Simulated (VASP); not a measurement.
# InSe (P-6m2) in VASP: single point with PBE

Aim: the single point of InSe with PBE.

All numbers are computed with VASP 6.6.1; they aren't measurements. Logs are shortened: lines on timing, memory, paths and dates and some standing lists are left out, and cuts for length are marked.

## 1. The cell of the first run

It takes space group P-6m2 (No. 187, hexagonal). The conventional cell has a = 4.047 Å, b = 4.047 Å, c = 18.052 Å, α = 90.00°, β = 90.00°, γ = 120.00°. Within 3.5 Å of In (site symmetry 3m) lie 3 Se at 2.65 Å and 1 In at 2.79 Å. In (site symmetry 3m) has 3 Se at 2.65 Å and 1 In at 2.79 Å within 3.5 Å. Se (site symmetry 3m) has 3 In at 2.65 Å within 3.5 Å. Within 3.5 Å of Se (site symmetry 3m) lie 3 In at 2.65 Å.

## 2. Single point, PBE

Contents of INCAR:

```
PREC = Accurate ; ENCUT = 520
EDIFF = 1E-6 ; ISMEAR = 0
SIGMA = 0.05 ; LREAL = Auto
LASPH = T ; NELM = 100
ALGO = Normal ; ISIF = 2
LWAVE = F ; LCHARG = F
GGA = PE ; NBANDS = 174
```

Contents of KPOINTS:

```
Automatic mesh
0
Gamma
  3 3 1
```

Contents of POSCAR:

```
InSe
1.0
    8.0946590000      0.0000000000      0.0000000000
   -4.0473290000      7.0101800000      0.0000000000
    0.0000000000      0.0000000000     18.0520650000
In Se
16 16
Direct
    0.0000000000      0.0000000000      0.5773940000
    0.0000000000      0.5000000000      0.5773940000
    0.5000000000      0.0000000000      0.5773940000
    0.5000000000      0.5000000000      0.5773940000
    0.0000000000      0.0000000000      0.4226060000
    0.0000000000      0.5000000000      0.4226060000
    0.5000000000      0.0000000000      0.4226060000
    0.5000000000      0.5000000000      0.4226060000
    0.1666670000      0.3333330000      0.9226100000
    0.1666670000      0.8333330000      0.9226100000
    0.6666670000      0.3333330000      0.9226100000
    0.6666670000      0.8333330000      0.9226100000
    0.1666670000      0.3333330000      0.0773900000
    0.1666670000      0.8333330000      0.0773900000
    0.6666670000      0.3333330000      0.0773900000
    0.6666670000      0.8333330000      0.0773900000
    0.3333330000      0.1666670000      0.8530000000
    0.3333330000      0.6666670000      0.8530000000
    0.8333330000      0.1666670000      0.8530000000
    0.8333330000      0.6666670000      0.8530000000
    0.3333330000      0.1666670000      0.1470000000
    0.3333330000      0.6666670000      0.1470000000
    0.8333330000      0.1666670000      0.1470000000
    0.8333330000      0.6666670000      0.1470000000
    0.1666670000      0.3333330000      0.6470160000
    0.1666670000      0.8333330000      0.6470160000
    0.6666670000      0.3333330000      0.6470160000
    0.6666670000      0.8333330000      0.6470160000
    0.1666670000      0.3333330000      0.3529840000
    0.1666670000      0.8333330000      0.3529840000
    0.6666670000      0.3333330000      0.3529840000
    0.6666670000      0.8333330000      0.3529840000
```

Potentials or basis: VASP PAW PBE potentials, release 64 (In_d, Se).

The run is started by

```
cat potpaw_PBE.64/In_d/POTCAR potpaw_PBE.64/Se/POTCAR > POTCAR
mpirun -np 1 vasp_std > vasp.out
```

OUTCAR:

```text
PREC = Accurate
   ENCUT = 520
   EDIFF = 1E-6
   ISMEAR = 0
   LREAL = Auto
   LASPH = T
   NELM = 100
   ISIF = 2
   GGA = PE

 ion  position               nearest neighbor table
   1  0.000  0.000  0.577-  25 2.65  28 2.65  26 2.65   5 2.79
   2  0.000  0.500  0.577-  26 2.65  27 2.65  25 2.65   6 2.79
   3  0.500  0.000  0.577-  27 2.65  26 2.65  28 2.65   7 2.79
   4  0.500  0.500  0.577-  28 2.65  25 2.65  27 2.65   8 2.79
   5  0.000  0.000  0.423-  29 2.65  32 2.65  30 2.65   1 2.79
   6  0.000  0.500  0.423-  30 2.65  31 2.65  29 2.65   2 2.79
[... 8 lines left out ...]
  15  0.667  0.333  0.077-  23 2.65  24 2.65  21 2.65  11 2.79
  16  0.667  0.833  0.077-  24 2.65  23 2.65  22 2.65  12 2.79
  17  0.333  0.167  0.853-   9 2.65  10 2.65  11 2.65
  18  0.333  0.667  0.853-  10 2.65   9 2.65  12 2.65
  19  0.833  0.167  0.853-  11 2.65  12 2.65   9 2.65
  20  0.833  0.667  0.853-  12 2.65  11 2.65  10 2.65
  21  0.333  0.167  0.147-  13 2.65  14 2.65  15 2.65
  22  0.333  0.667  0.147-  14 2.65  13 2.65  16 2.65
[... 8 lines left out ...]
  31  0.667  0.333  0.353-   7 2.65   6 2.65   8 2.65
  32  0.667  0.833  0.353-   8 2.65   5 2.65   7 2.65

  LATTYP: Found a hexagonal cell.
 ALAT       =     8.0946590000
 C/A-ratio  =     2.2301205029

  Lattice vectors:

 A1 = (   8.0946590000,   0.0000000000,   0.0000000000)
 A2 = (  -4.0473290000,   7.0101800000,   0.0000000000)
 A3 = (   0.0000000000,   0.0000000000,  18.0520650000)

Analysis of symmetry for initial positions (statically):
=====================================================================
 Subroutine PRICEL returns following result:

  LATTYP: Found a hexagonal cell.
 ALAT       =     4.0473295000
 C/A-ratio  =     4.4602410058

  Lattice vectors:

 A1 = (   4.0473295000,   0.0000000000,   0.0000000000)
 A2 = (  -2.0236645000,   3.5050900000,   0.0000000000)
 A3 = (   0.0000000000,   0.0000000000,  18.0520650000)

   4 primitive cells build up your supercell.

 Routine SETGRP: Setting up the symmetry group for a
 hexagonal supercell.

 Subroutine GETGRP returns: Found 12 space group operations
 (whereof 12 operations were pure point group operations)
 out of a pool of 24 trial point group operations.

The static configuration has the point symmetry D_3h.

Analysis of symmetry for dynamics (positions and initial velocities):
=====================================================================
 Subroutine PRICEL returns following result:

  LATTYP: Found a hexagonal cell.
 ALAT       =     4.0473295000
 C/A-ratio  =     4.4602410058

  Lattice vectors:

 A1 = (   4.0473295000,   0.0000000000,   0.0000000000)
 A2 = (  -2.0236645000,   3.5050900000,   0.0000000000)
 A3 = (   0.0000000000,   0.0000000000,  18.0520650000)

   4 primitive cells build up your supercell.

 Routine SETGRP: Setting up the symmetry group for a
 hexagonal supercell.

 Subroutine GETGRP returns: Found 12 space group operations
 (whereof 12 operations were pure point group operations)
 out of a pool of 24 trial point group operations.

The dynamic configuration has the point symmetry D_3h.

 Subroutine INISYM returns: Found 12 space group operations
 (whereof 12 operations are pure point group operations),
 and found     4 'primitive' translations

----------------------------------------------------------------------------------------

                                     Primitive cell

  volume of cell :     256.0912

  direct lattice vectors                    reciprocal lattice vectors
     4.047329500  0.000000000  0.000000000     0.247076498  0.142649672  0.000000000
    -2.023664500  3.505090000  0.000000000     0.000000000  0.285299379  0.000000000
     0.000000000  0.000000000 18.052065000     0.000000000  0.000000000  0.055395325

  length of vectors
     4.047329500  4.047329233 18.052065000     0.285299360  0.285299379  0.055395325

  position of ions in fractional coordinates (direct lattice)
     0.000000000  0.000000000  0.577394000
     0.000000000  0.000000000  0.422606000
     0.333334000  0.666666000  0.922610000
     0.333334000  0.666666000  0.077390000
     0.666666000  0.333334000  0.853000000
     0.666666000  0.333334000  0.147000000
     0.333334000  0.666666000  0.647016000
     0.333334000  0.666666000  0.352984000

  ion indices of the primitive-cell ions
   primitive index   ion index
                 1           1
                 2           5
                 3          10
                 4          14
                 5          19
                 6          23
                 7          26
                 8          30

----------------------------------------------------------------------------------------

 KPOINTS: Automatic mesh

Automatic generation of k-mesh.
 Grid dimensions read from file:
 generate k-points for:    3    3    1

 Generating k-lattice:

  Cartesian coordinates                     Fractional coordinates (reciprocal lattice)
     0.041179416  0.023774945  0.000000000     0.333333333  0.000000000  0.000000000
     0.000000000  0.047549896  0.000000000     0.000000000  0.333333333  0.000000000
     0.000000000  0.000000000  0.055395325     0.000000000  0.000000000  1.000000000

  Length of vectors
     0.047549893  0.047549896  0.055395325

  Shift w.r.t. Gamma in fractional coordinates (k-lattice)
     0.000000000  0.000000000  0.000000000

 Subroutine IBZKPT returns following result:
 ===========================================

 Found      3 irreducible k-points:

 Following reciprocal coordinates:
            Coordinates               Weight
  0.000000  0.000000  0.000000      1.000000
  0.333333  0.000000  0.000000      6.000000
  0.333333  0.333333  0.000000      2.000000
   k-points           NKPTS =      3   k-points in BZ     NKDIM =      3   number of bands    NBANDS=    174
   number of dos      NEDOS =    301   number of ions     NIONS =     32
   total plane-waves  NPLWV = 504000
   dimension x,y,z NGX =    60 NGY =   60 NGZ =  140
   dimension x,y,z NGXF=   120 NGYF=  120 NGZF=  280
   ions per type =              16  16
   NGX,Y,Z   is equivalent  to a cutoff of  12.32, 12.32, 12.89 a.u.
   NGXF,Y,Z  is equivalent  to a cutoff of  24.65, 24.65, 25.79 a.u.
 SYSTEM =  unknown system
   PREC   = accura    normal or accurate (medium, high low for compatibility)
   ISTART =      0    job   : 0-new  1-cont  2-samecut
   ICHARG =      2    charge: 1-file 2-atom 10-const
   ISPIN  =      1    spin polarized calculation?
   LNONCOLLINEAR =      F non collinear calculations
   LSORBIT =      F    spin-orbit coupling
   LASPH  =      T    aspherical Exc in radial PAW
   ENCUT  =  520.0 eV  38.22 Ry    6.18 a.u.  15.05 15.05 33.56*2*pi/ulx,y,z
   NELM   =    100;   NELMIN=  2; NELMDL= -5     # of ELM steps
   EDIFF  = 0.1E-05   stopping-criterion for ELM
   LREAL  =      T    real-space projection
   EDIFFG = 0.1E-04   stopping-criterion for IOM
   NSW    =      0    number of steps for IOM
   IBRION =     -1    ionic relax: 0-MD 1-quasi-New 2-CG
   NFREE  =      0    steps in history (QN), initial steepest desc. (CG)
   ISIF   =      2    stress and relaxation
   ISYM   =      2    0-nonsym 1-usesym 2-fastsym
   POTIM  = 0.5000    time-step for ionic-motion
   TEBEG  =    0.0;   TEEND  =   0.0 temperature during run
   PSTRESS=    0.0 pullay stress
   NELECT =     304.0000    total number of electrons
   NUPDOWN=      -1.0000    fix difference up-down
   EMIN   =  10.00;   EMAX   =-10.00  energy-range for DOS
   EFERMI =   0.00;   METHOD = LEGACY
   ISMEAR =     0;   SIGMA  =   0.05  broadening in eV -4-tet -1-fermi 0-gaus
   EFERMI_NEDOS =   21; number of points for ismear=-14 and -15
   IALGO  =     38    algorithm
   IMIX   =      4    mixing-type and parameters
     AMIX     =   0.40;   BMIX     =  1.00
     AMIX_MAG =   1.60;   BMIX_MAG =  1.00
  volume/ion in A,a.u.               =      32.01       216.02
  Fermi-wavevector in a.u.,A,eV,Ry     =   1.091980  2.063542 16.223849  1.192419
  Thomas-Fermi vector in A             =   2.228236
   LORBIT       =      0    0 simple, 1 ext, 2 COOP (PROOUT), +10 PAW based schemes
   GGA     = PE    functional components
   LHFCALC =     F    Hartree Fock is set to
   AEXX    =    0.0000 exact exchange contribution
   IVDW    =     0    specifies the selected vdW correction
   LEPSILON=     F    determine dielectric tensor
   LRPA    =     F    only Hartree local field effects (RPA)
 non-spin polarized calculation
 Gauss-broadening in eV      SIGMA  =   0.05
  energy-cutoff  :      520.00
  volume of cell :     1024.36
 maximum number of plane-waves:     27592
   NGX = 31   NGY = 31   NGZ = 67

 number of electron     304.0000096 magnetization

 Free energy of the ion-electron system (eV)
  ---------------------------------------------------
  ext. energy  EPLUGINS =         0.00000000
  ---------------------------------------------------
  free energy    TOTEN  =      -113.58879901 eV

  energy without entropy =     -113.58879901  energy(sigma->0) =     -113.58879901

 E-fermi :   3.3063     XC(G=0):  -8.4007

 val. band max:        3.0294402759   @ k =   0.0000   0.0000   0.0000
 cond. band min:       3.7449795723   @ k =   0.0000   0.0000   0.0000
 fundamental gap:      0.7155392964
 Fermi energy:         3.3063088721

 k-point     1 :       0.0000    0.0000    0.0000
  band No.  band energies     occupation
      1     -11.6161      2.00000
      2     -11.6161      2.00000
      3     -11.6161      2.00000
      4     -11.6104      2.00000
      5     -11.6104      2.00000
      6     -11.6104      2.00000
[... 156 lines left out ...]
    163       4.9682      0.00000
    164       4.9741      0.00000

 k-point     2 :       0.3333    0.0000    0.0000
  band No.  band energies     occupation
      1     -11.6050      2.00000
      2     -11.6050      2.00000
      3     -11.5993      2.00000
      4     -11.5993      2.00000
      5     -11.5703      2.00000
      6     -11.5644      2.00000
[... 156 lines left out ...]
    163       5.3873      0.00000
    164       5.3874      0.00000

 k-point     3 :       0.3333    0.3333    0.0000
  band No.  band energies     occupation
      1     -11.6158      2.00000
      2     -11.6103      2.00000
      3     -11.5438      2.00000
      4     -11.5438      2.00000
      5     -11.5438      2.00000
      6     -11.5380      2.00000
[... 156 lines left out ...]
    163       5.8071      0.00000
    164       5.8071      0.00000
 [bands above 164 left out]

------------------------ aborting loop because EDIFF is reached ----------------------------------------

  FORCE on cell =-STRESS in cart. coord.  units (eV):
  Direction    XX          YY          ZZ          XY          YZ          ZX
  --------------------------------------------------------------------------------------
  -------------------------------------------------------------------------------------
  Total        9.5763111      9.5763102      8.7631882      0.0000007      0.0000000     -0.0000000
  in kB       14.9780133     14.9780119     13.7062328      0.0000011      0.0000000     -0.0000000
  external PRESSURE =      14.5540860 kB  Pullay stress =       0.0000000 kB

 VOLUME and BASIS-vectors are now :
 -----------------------------------------------------------------------------
  energy-cutoff  :      520.00
  volume of cell :     1024.36
      direct lattice vectors                 reciprocal lattice vectors
     8.094659000  0.000000000  0.000000000     0.123538249  0.071324836  0.000000000
    -4.047329000  7.010180000  0.000000000     0.000000000  0.142649689  0.000000000
     0.000000000  0.000000000 18.052065000     0.000000000  0.000000000  0.055395325

 POSITION                                       TOTAL-FORCE (eV/Angst)
 -----------------------------------------------------------------------------------
      0.00000      0.00000     10.42315         0.000000     -0.000000     -0.112420
     -2.02366      3.50509     10.42315         0.000000     -0.000000     -0.112420
      4.04733      0.00000     10.42315         0.000000     -0.000000     -0.112420
      2.02366      3.50509     10.42315         0.000000     -0.000000     -0.112420
      0.00000      0.00000      7.62891         0.000000     -0.000000      0.112420
     -2.02366      3.50509      7.62891         0.000000     -0.000000      0.112420
[... 24 lines left out ...]
      4.04733      2.33672      6.37209        -0.000000     -0.000000     -0.242068
      2.02367      5.84181      6.37209        -0.000000      0.000000     -0.242068
 -----------------------------------------------------------------------------------
    total drift:                               -0.013614      0.007829      0.000000

  FREE ENERGIE OF THE ION-ELECTRON SYSTEM (eV)
  ---------------------------------------------------
  free  energy   TOTEN  =      -113.5887990079 eV

  energy  without entropy=     -113.5887990079  energy(sigma->0) =     -113.58879901
```

Run time: 25 min. Hardware: 1 thread of Intel Xeon Platinum 8175M at 2.50GHz (Skylake/Cascade Lake), shared host; peak memory 1.1 GiB.

What came out:

```yaml
Free_energy: -113.5888 eV
Pressure: 1.5 GPa
Largest_force: 0.242 eV/Å
Band_gap_on_the_k_mesh: 0.72 eV
```

Forces on the atoms (eV/Å):
```
In   0.000  0.000 -0.112
In   0.000  0.000 -0.112
In   0.000  0.000 -0.112
In   0.000  0.000 -0.112
In   0.000  0.000  0.112
In   0.000  0.000  0.112
In   0.000  0.000  0.112
In   0.000  0.000  0.112
In   0.000  0.000  0.114
In   0.000  0.000  0.114
In   0.000  0.000  0.114
In   0.000  0.000  0.114
In   0.000  0.000 -0.114
In   0.000  0.000 -0.114
In   0.000  0.000 -0.114
In   0.000  0.000 -0.114
Se   0.000  0.000 -0.236
Se   0.000  0.000 -0.236
Se   0.000  0.000 -0.236
Se   0.000  0.000 -0.236
Se   0.000  0.000  0.236
Se   0.000  0.000  0.236
Se   0.000  0.000  0.236
Se   0.000  0.000  0.236
Se   0.000  0.000  0.242
Se   0.000  0.000  0.242
Se   0.000  0.000  0.242
Se   0.000  0.000  0.242
Se   0.000  0.000 -0.242
Se   0.000  0.000 -0.242
Se   0.000  0.000 -0.242
Se   0.000  0.000 -0.242
```

Caveat: spin-orbit coupling is left out, which moves the levels of the heavy elements; this functional lacks dispersion, which binds the layers, so the pressure and a relaxed spacing across them are unreliable.
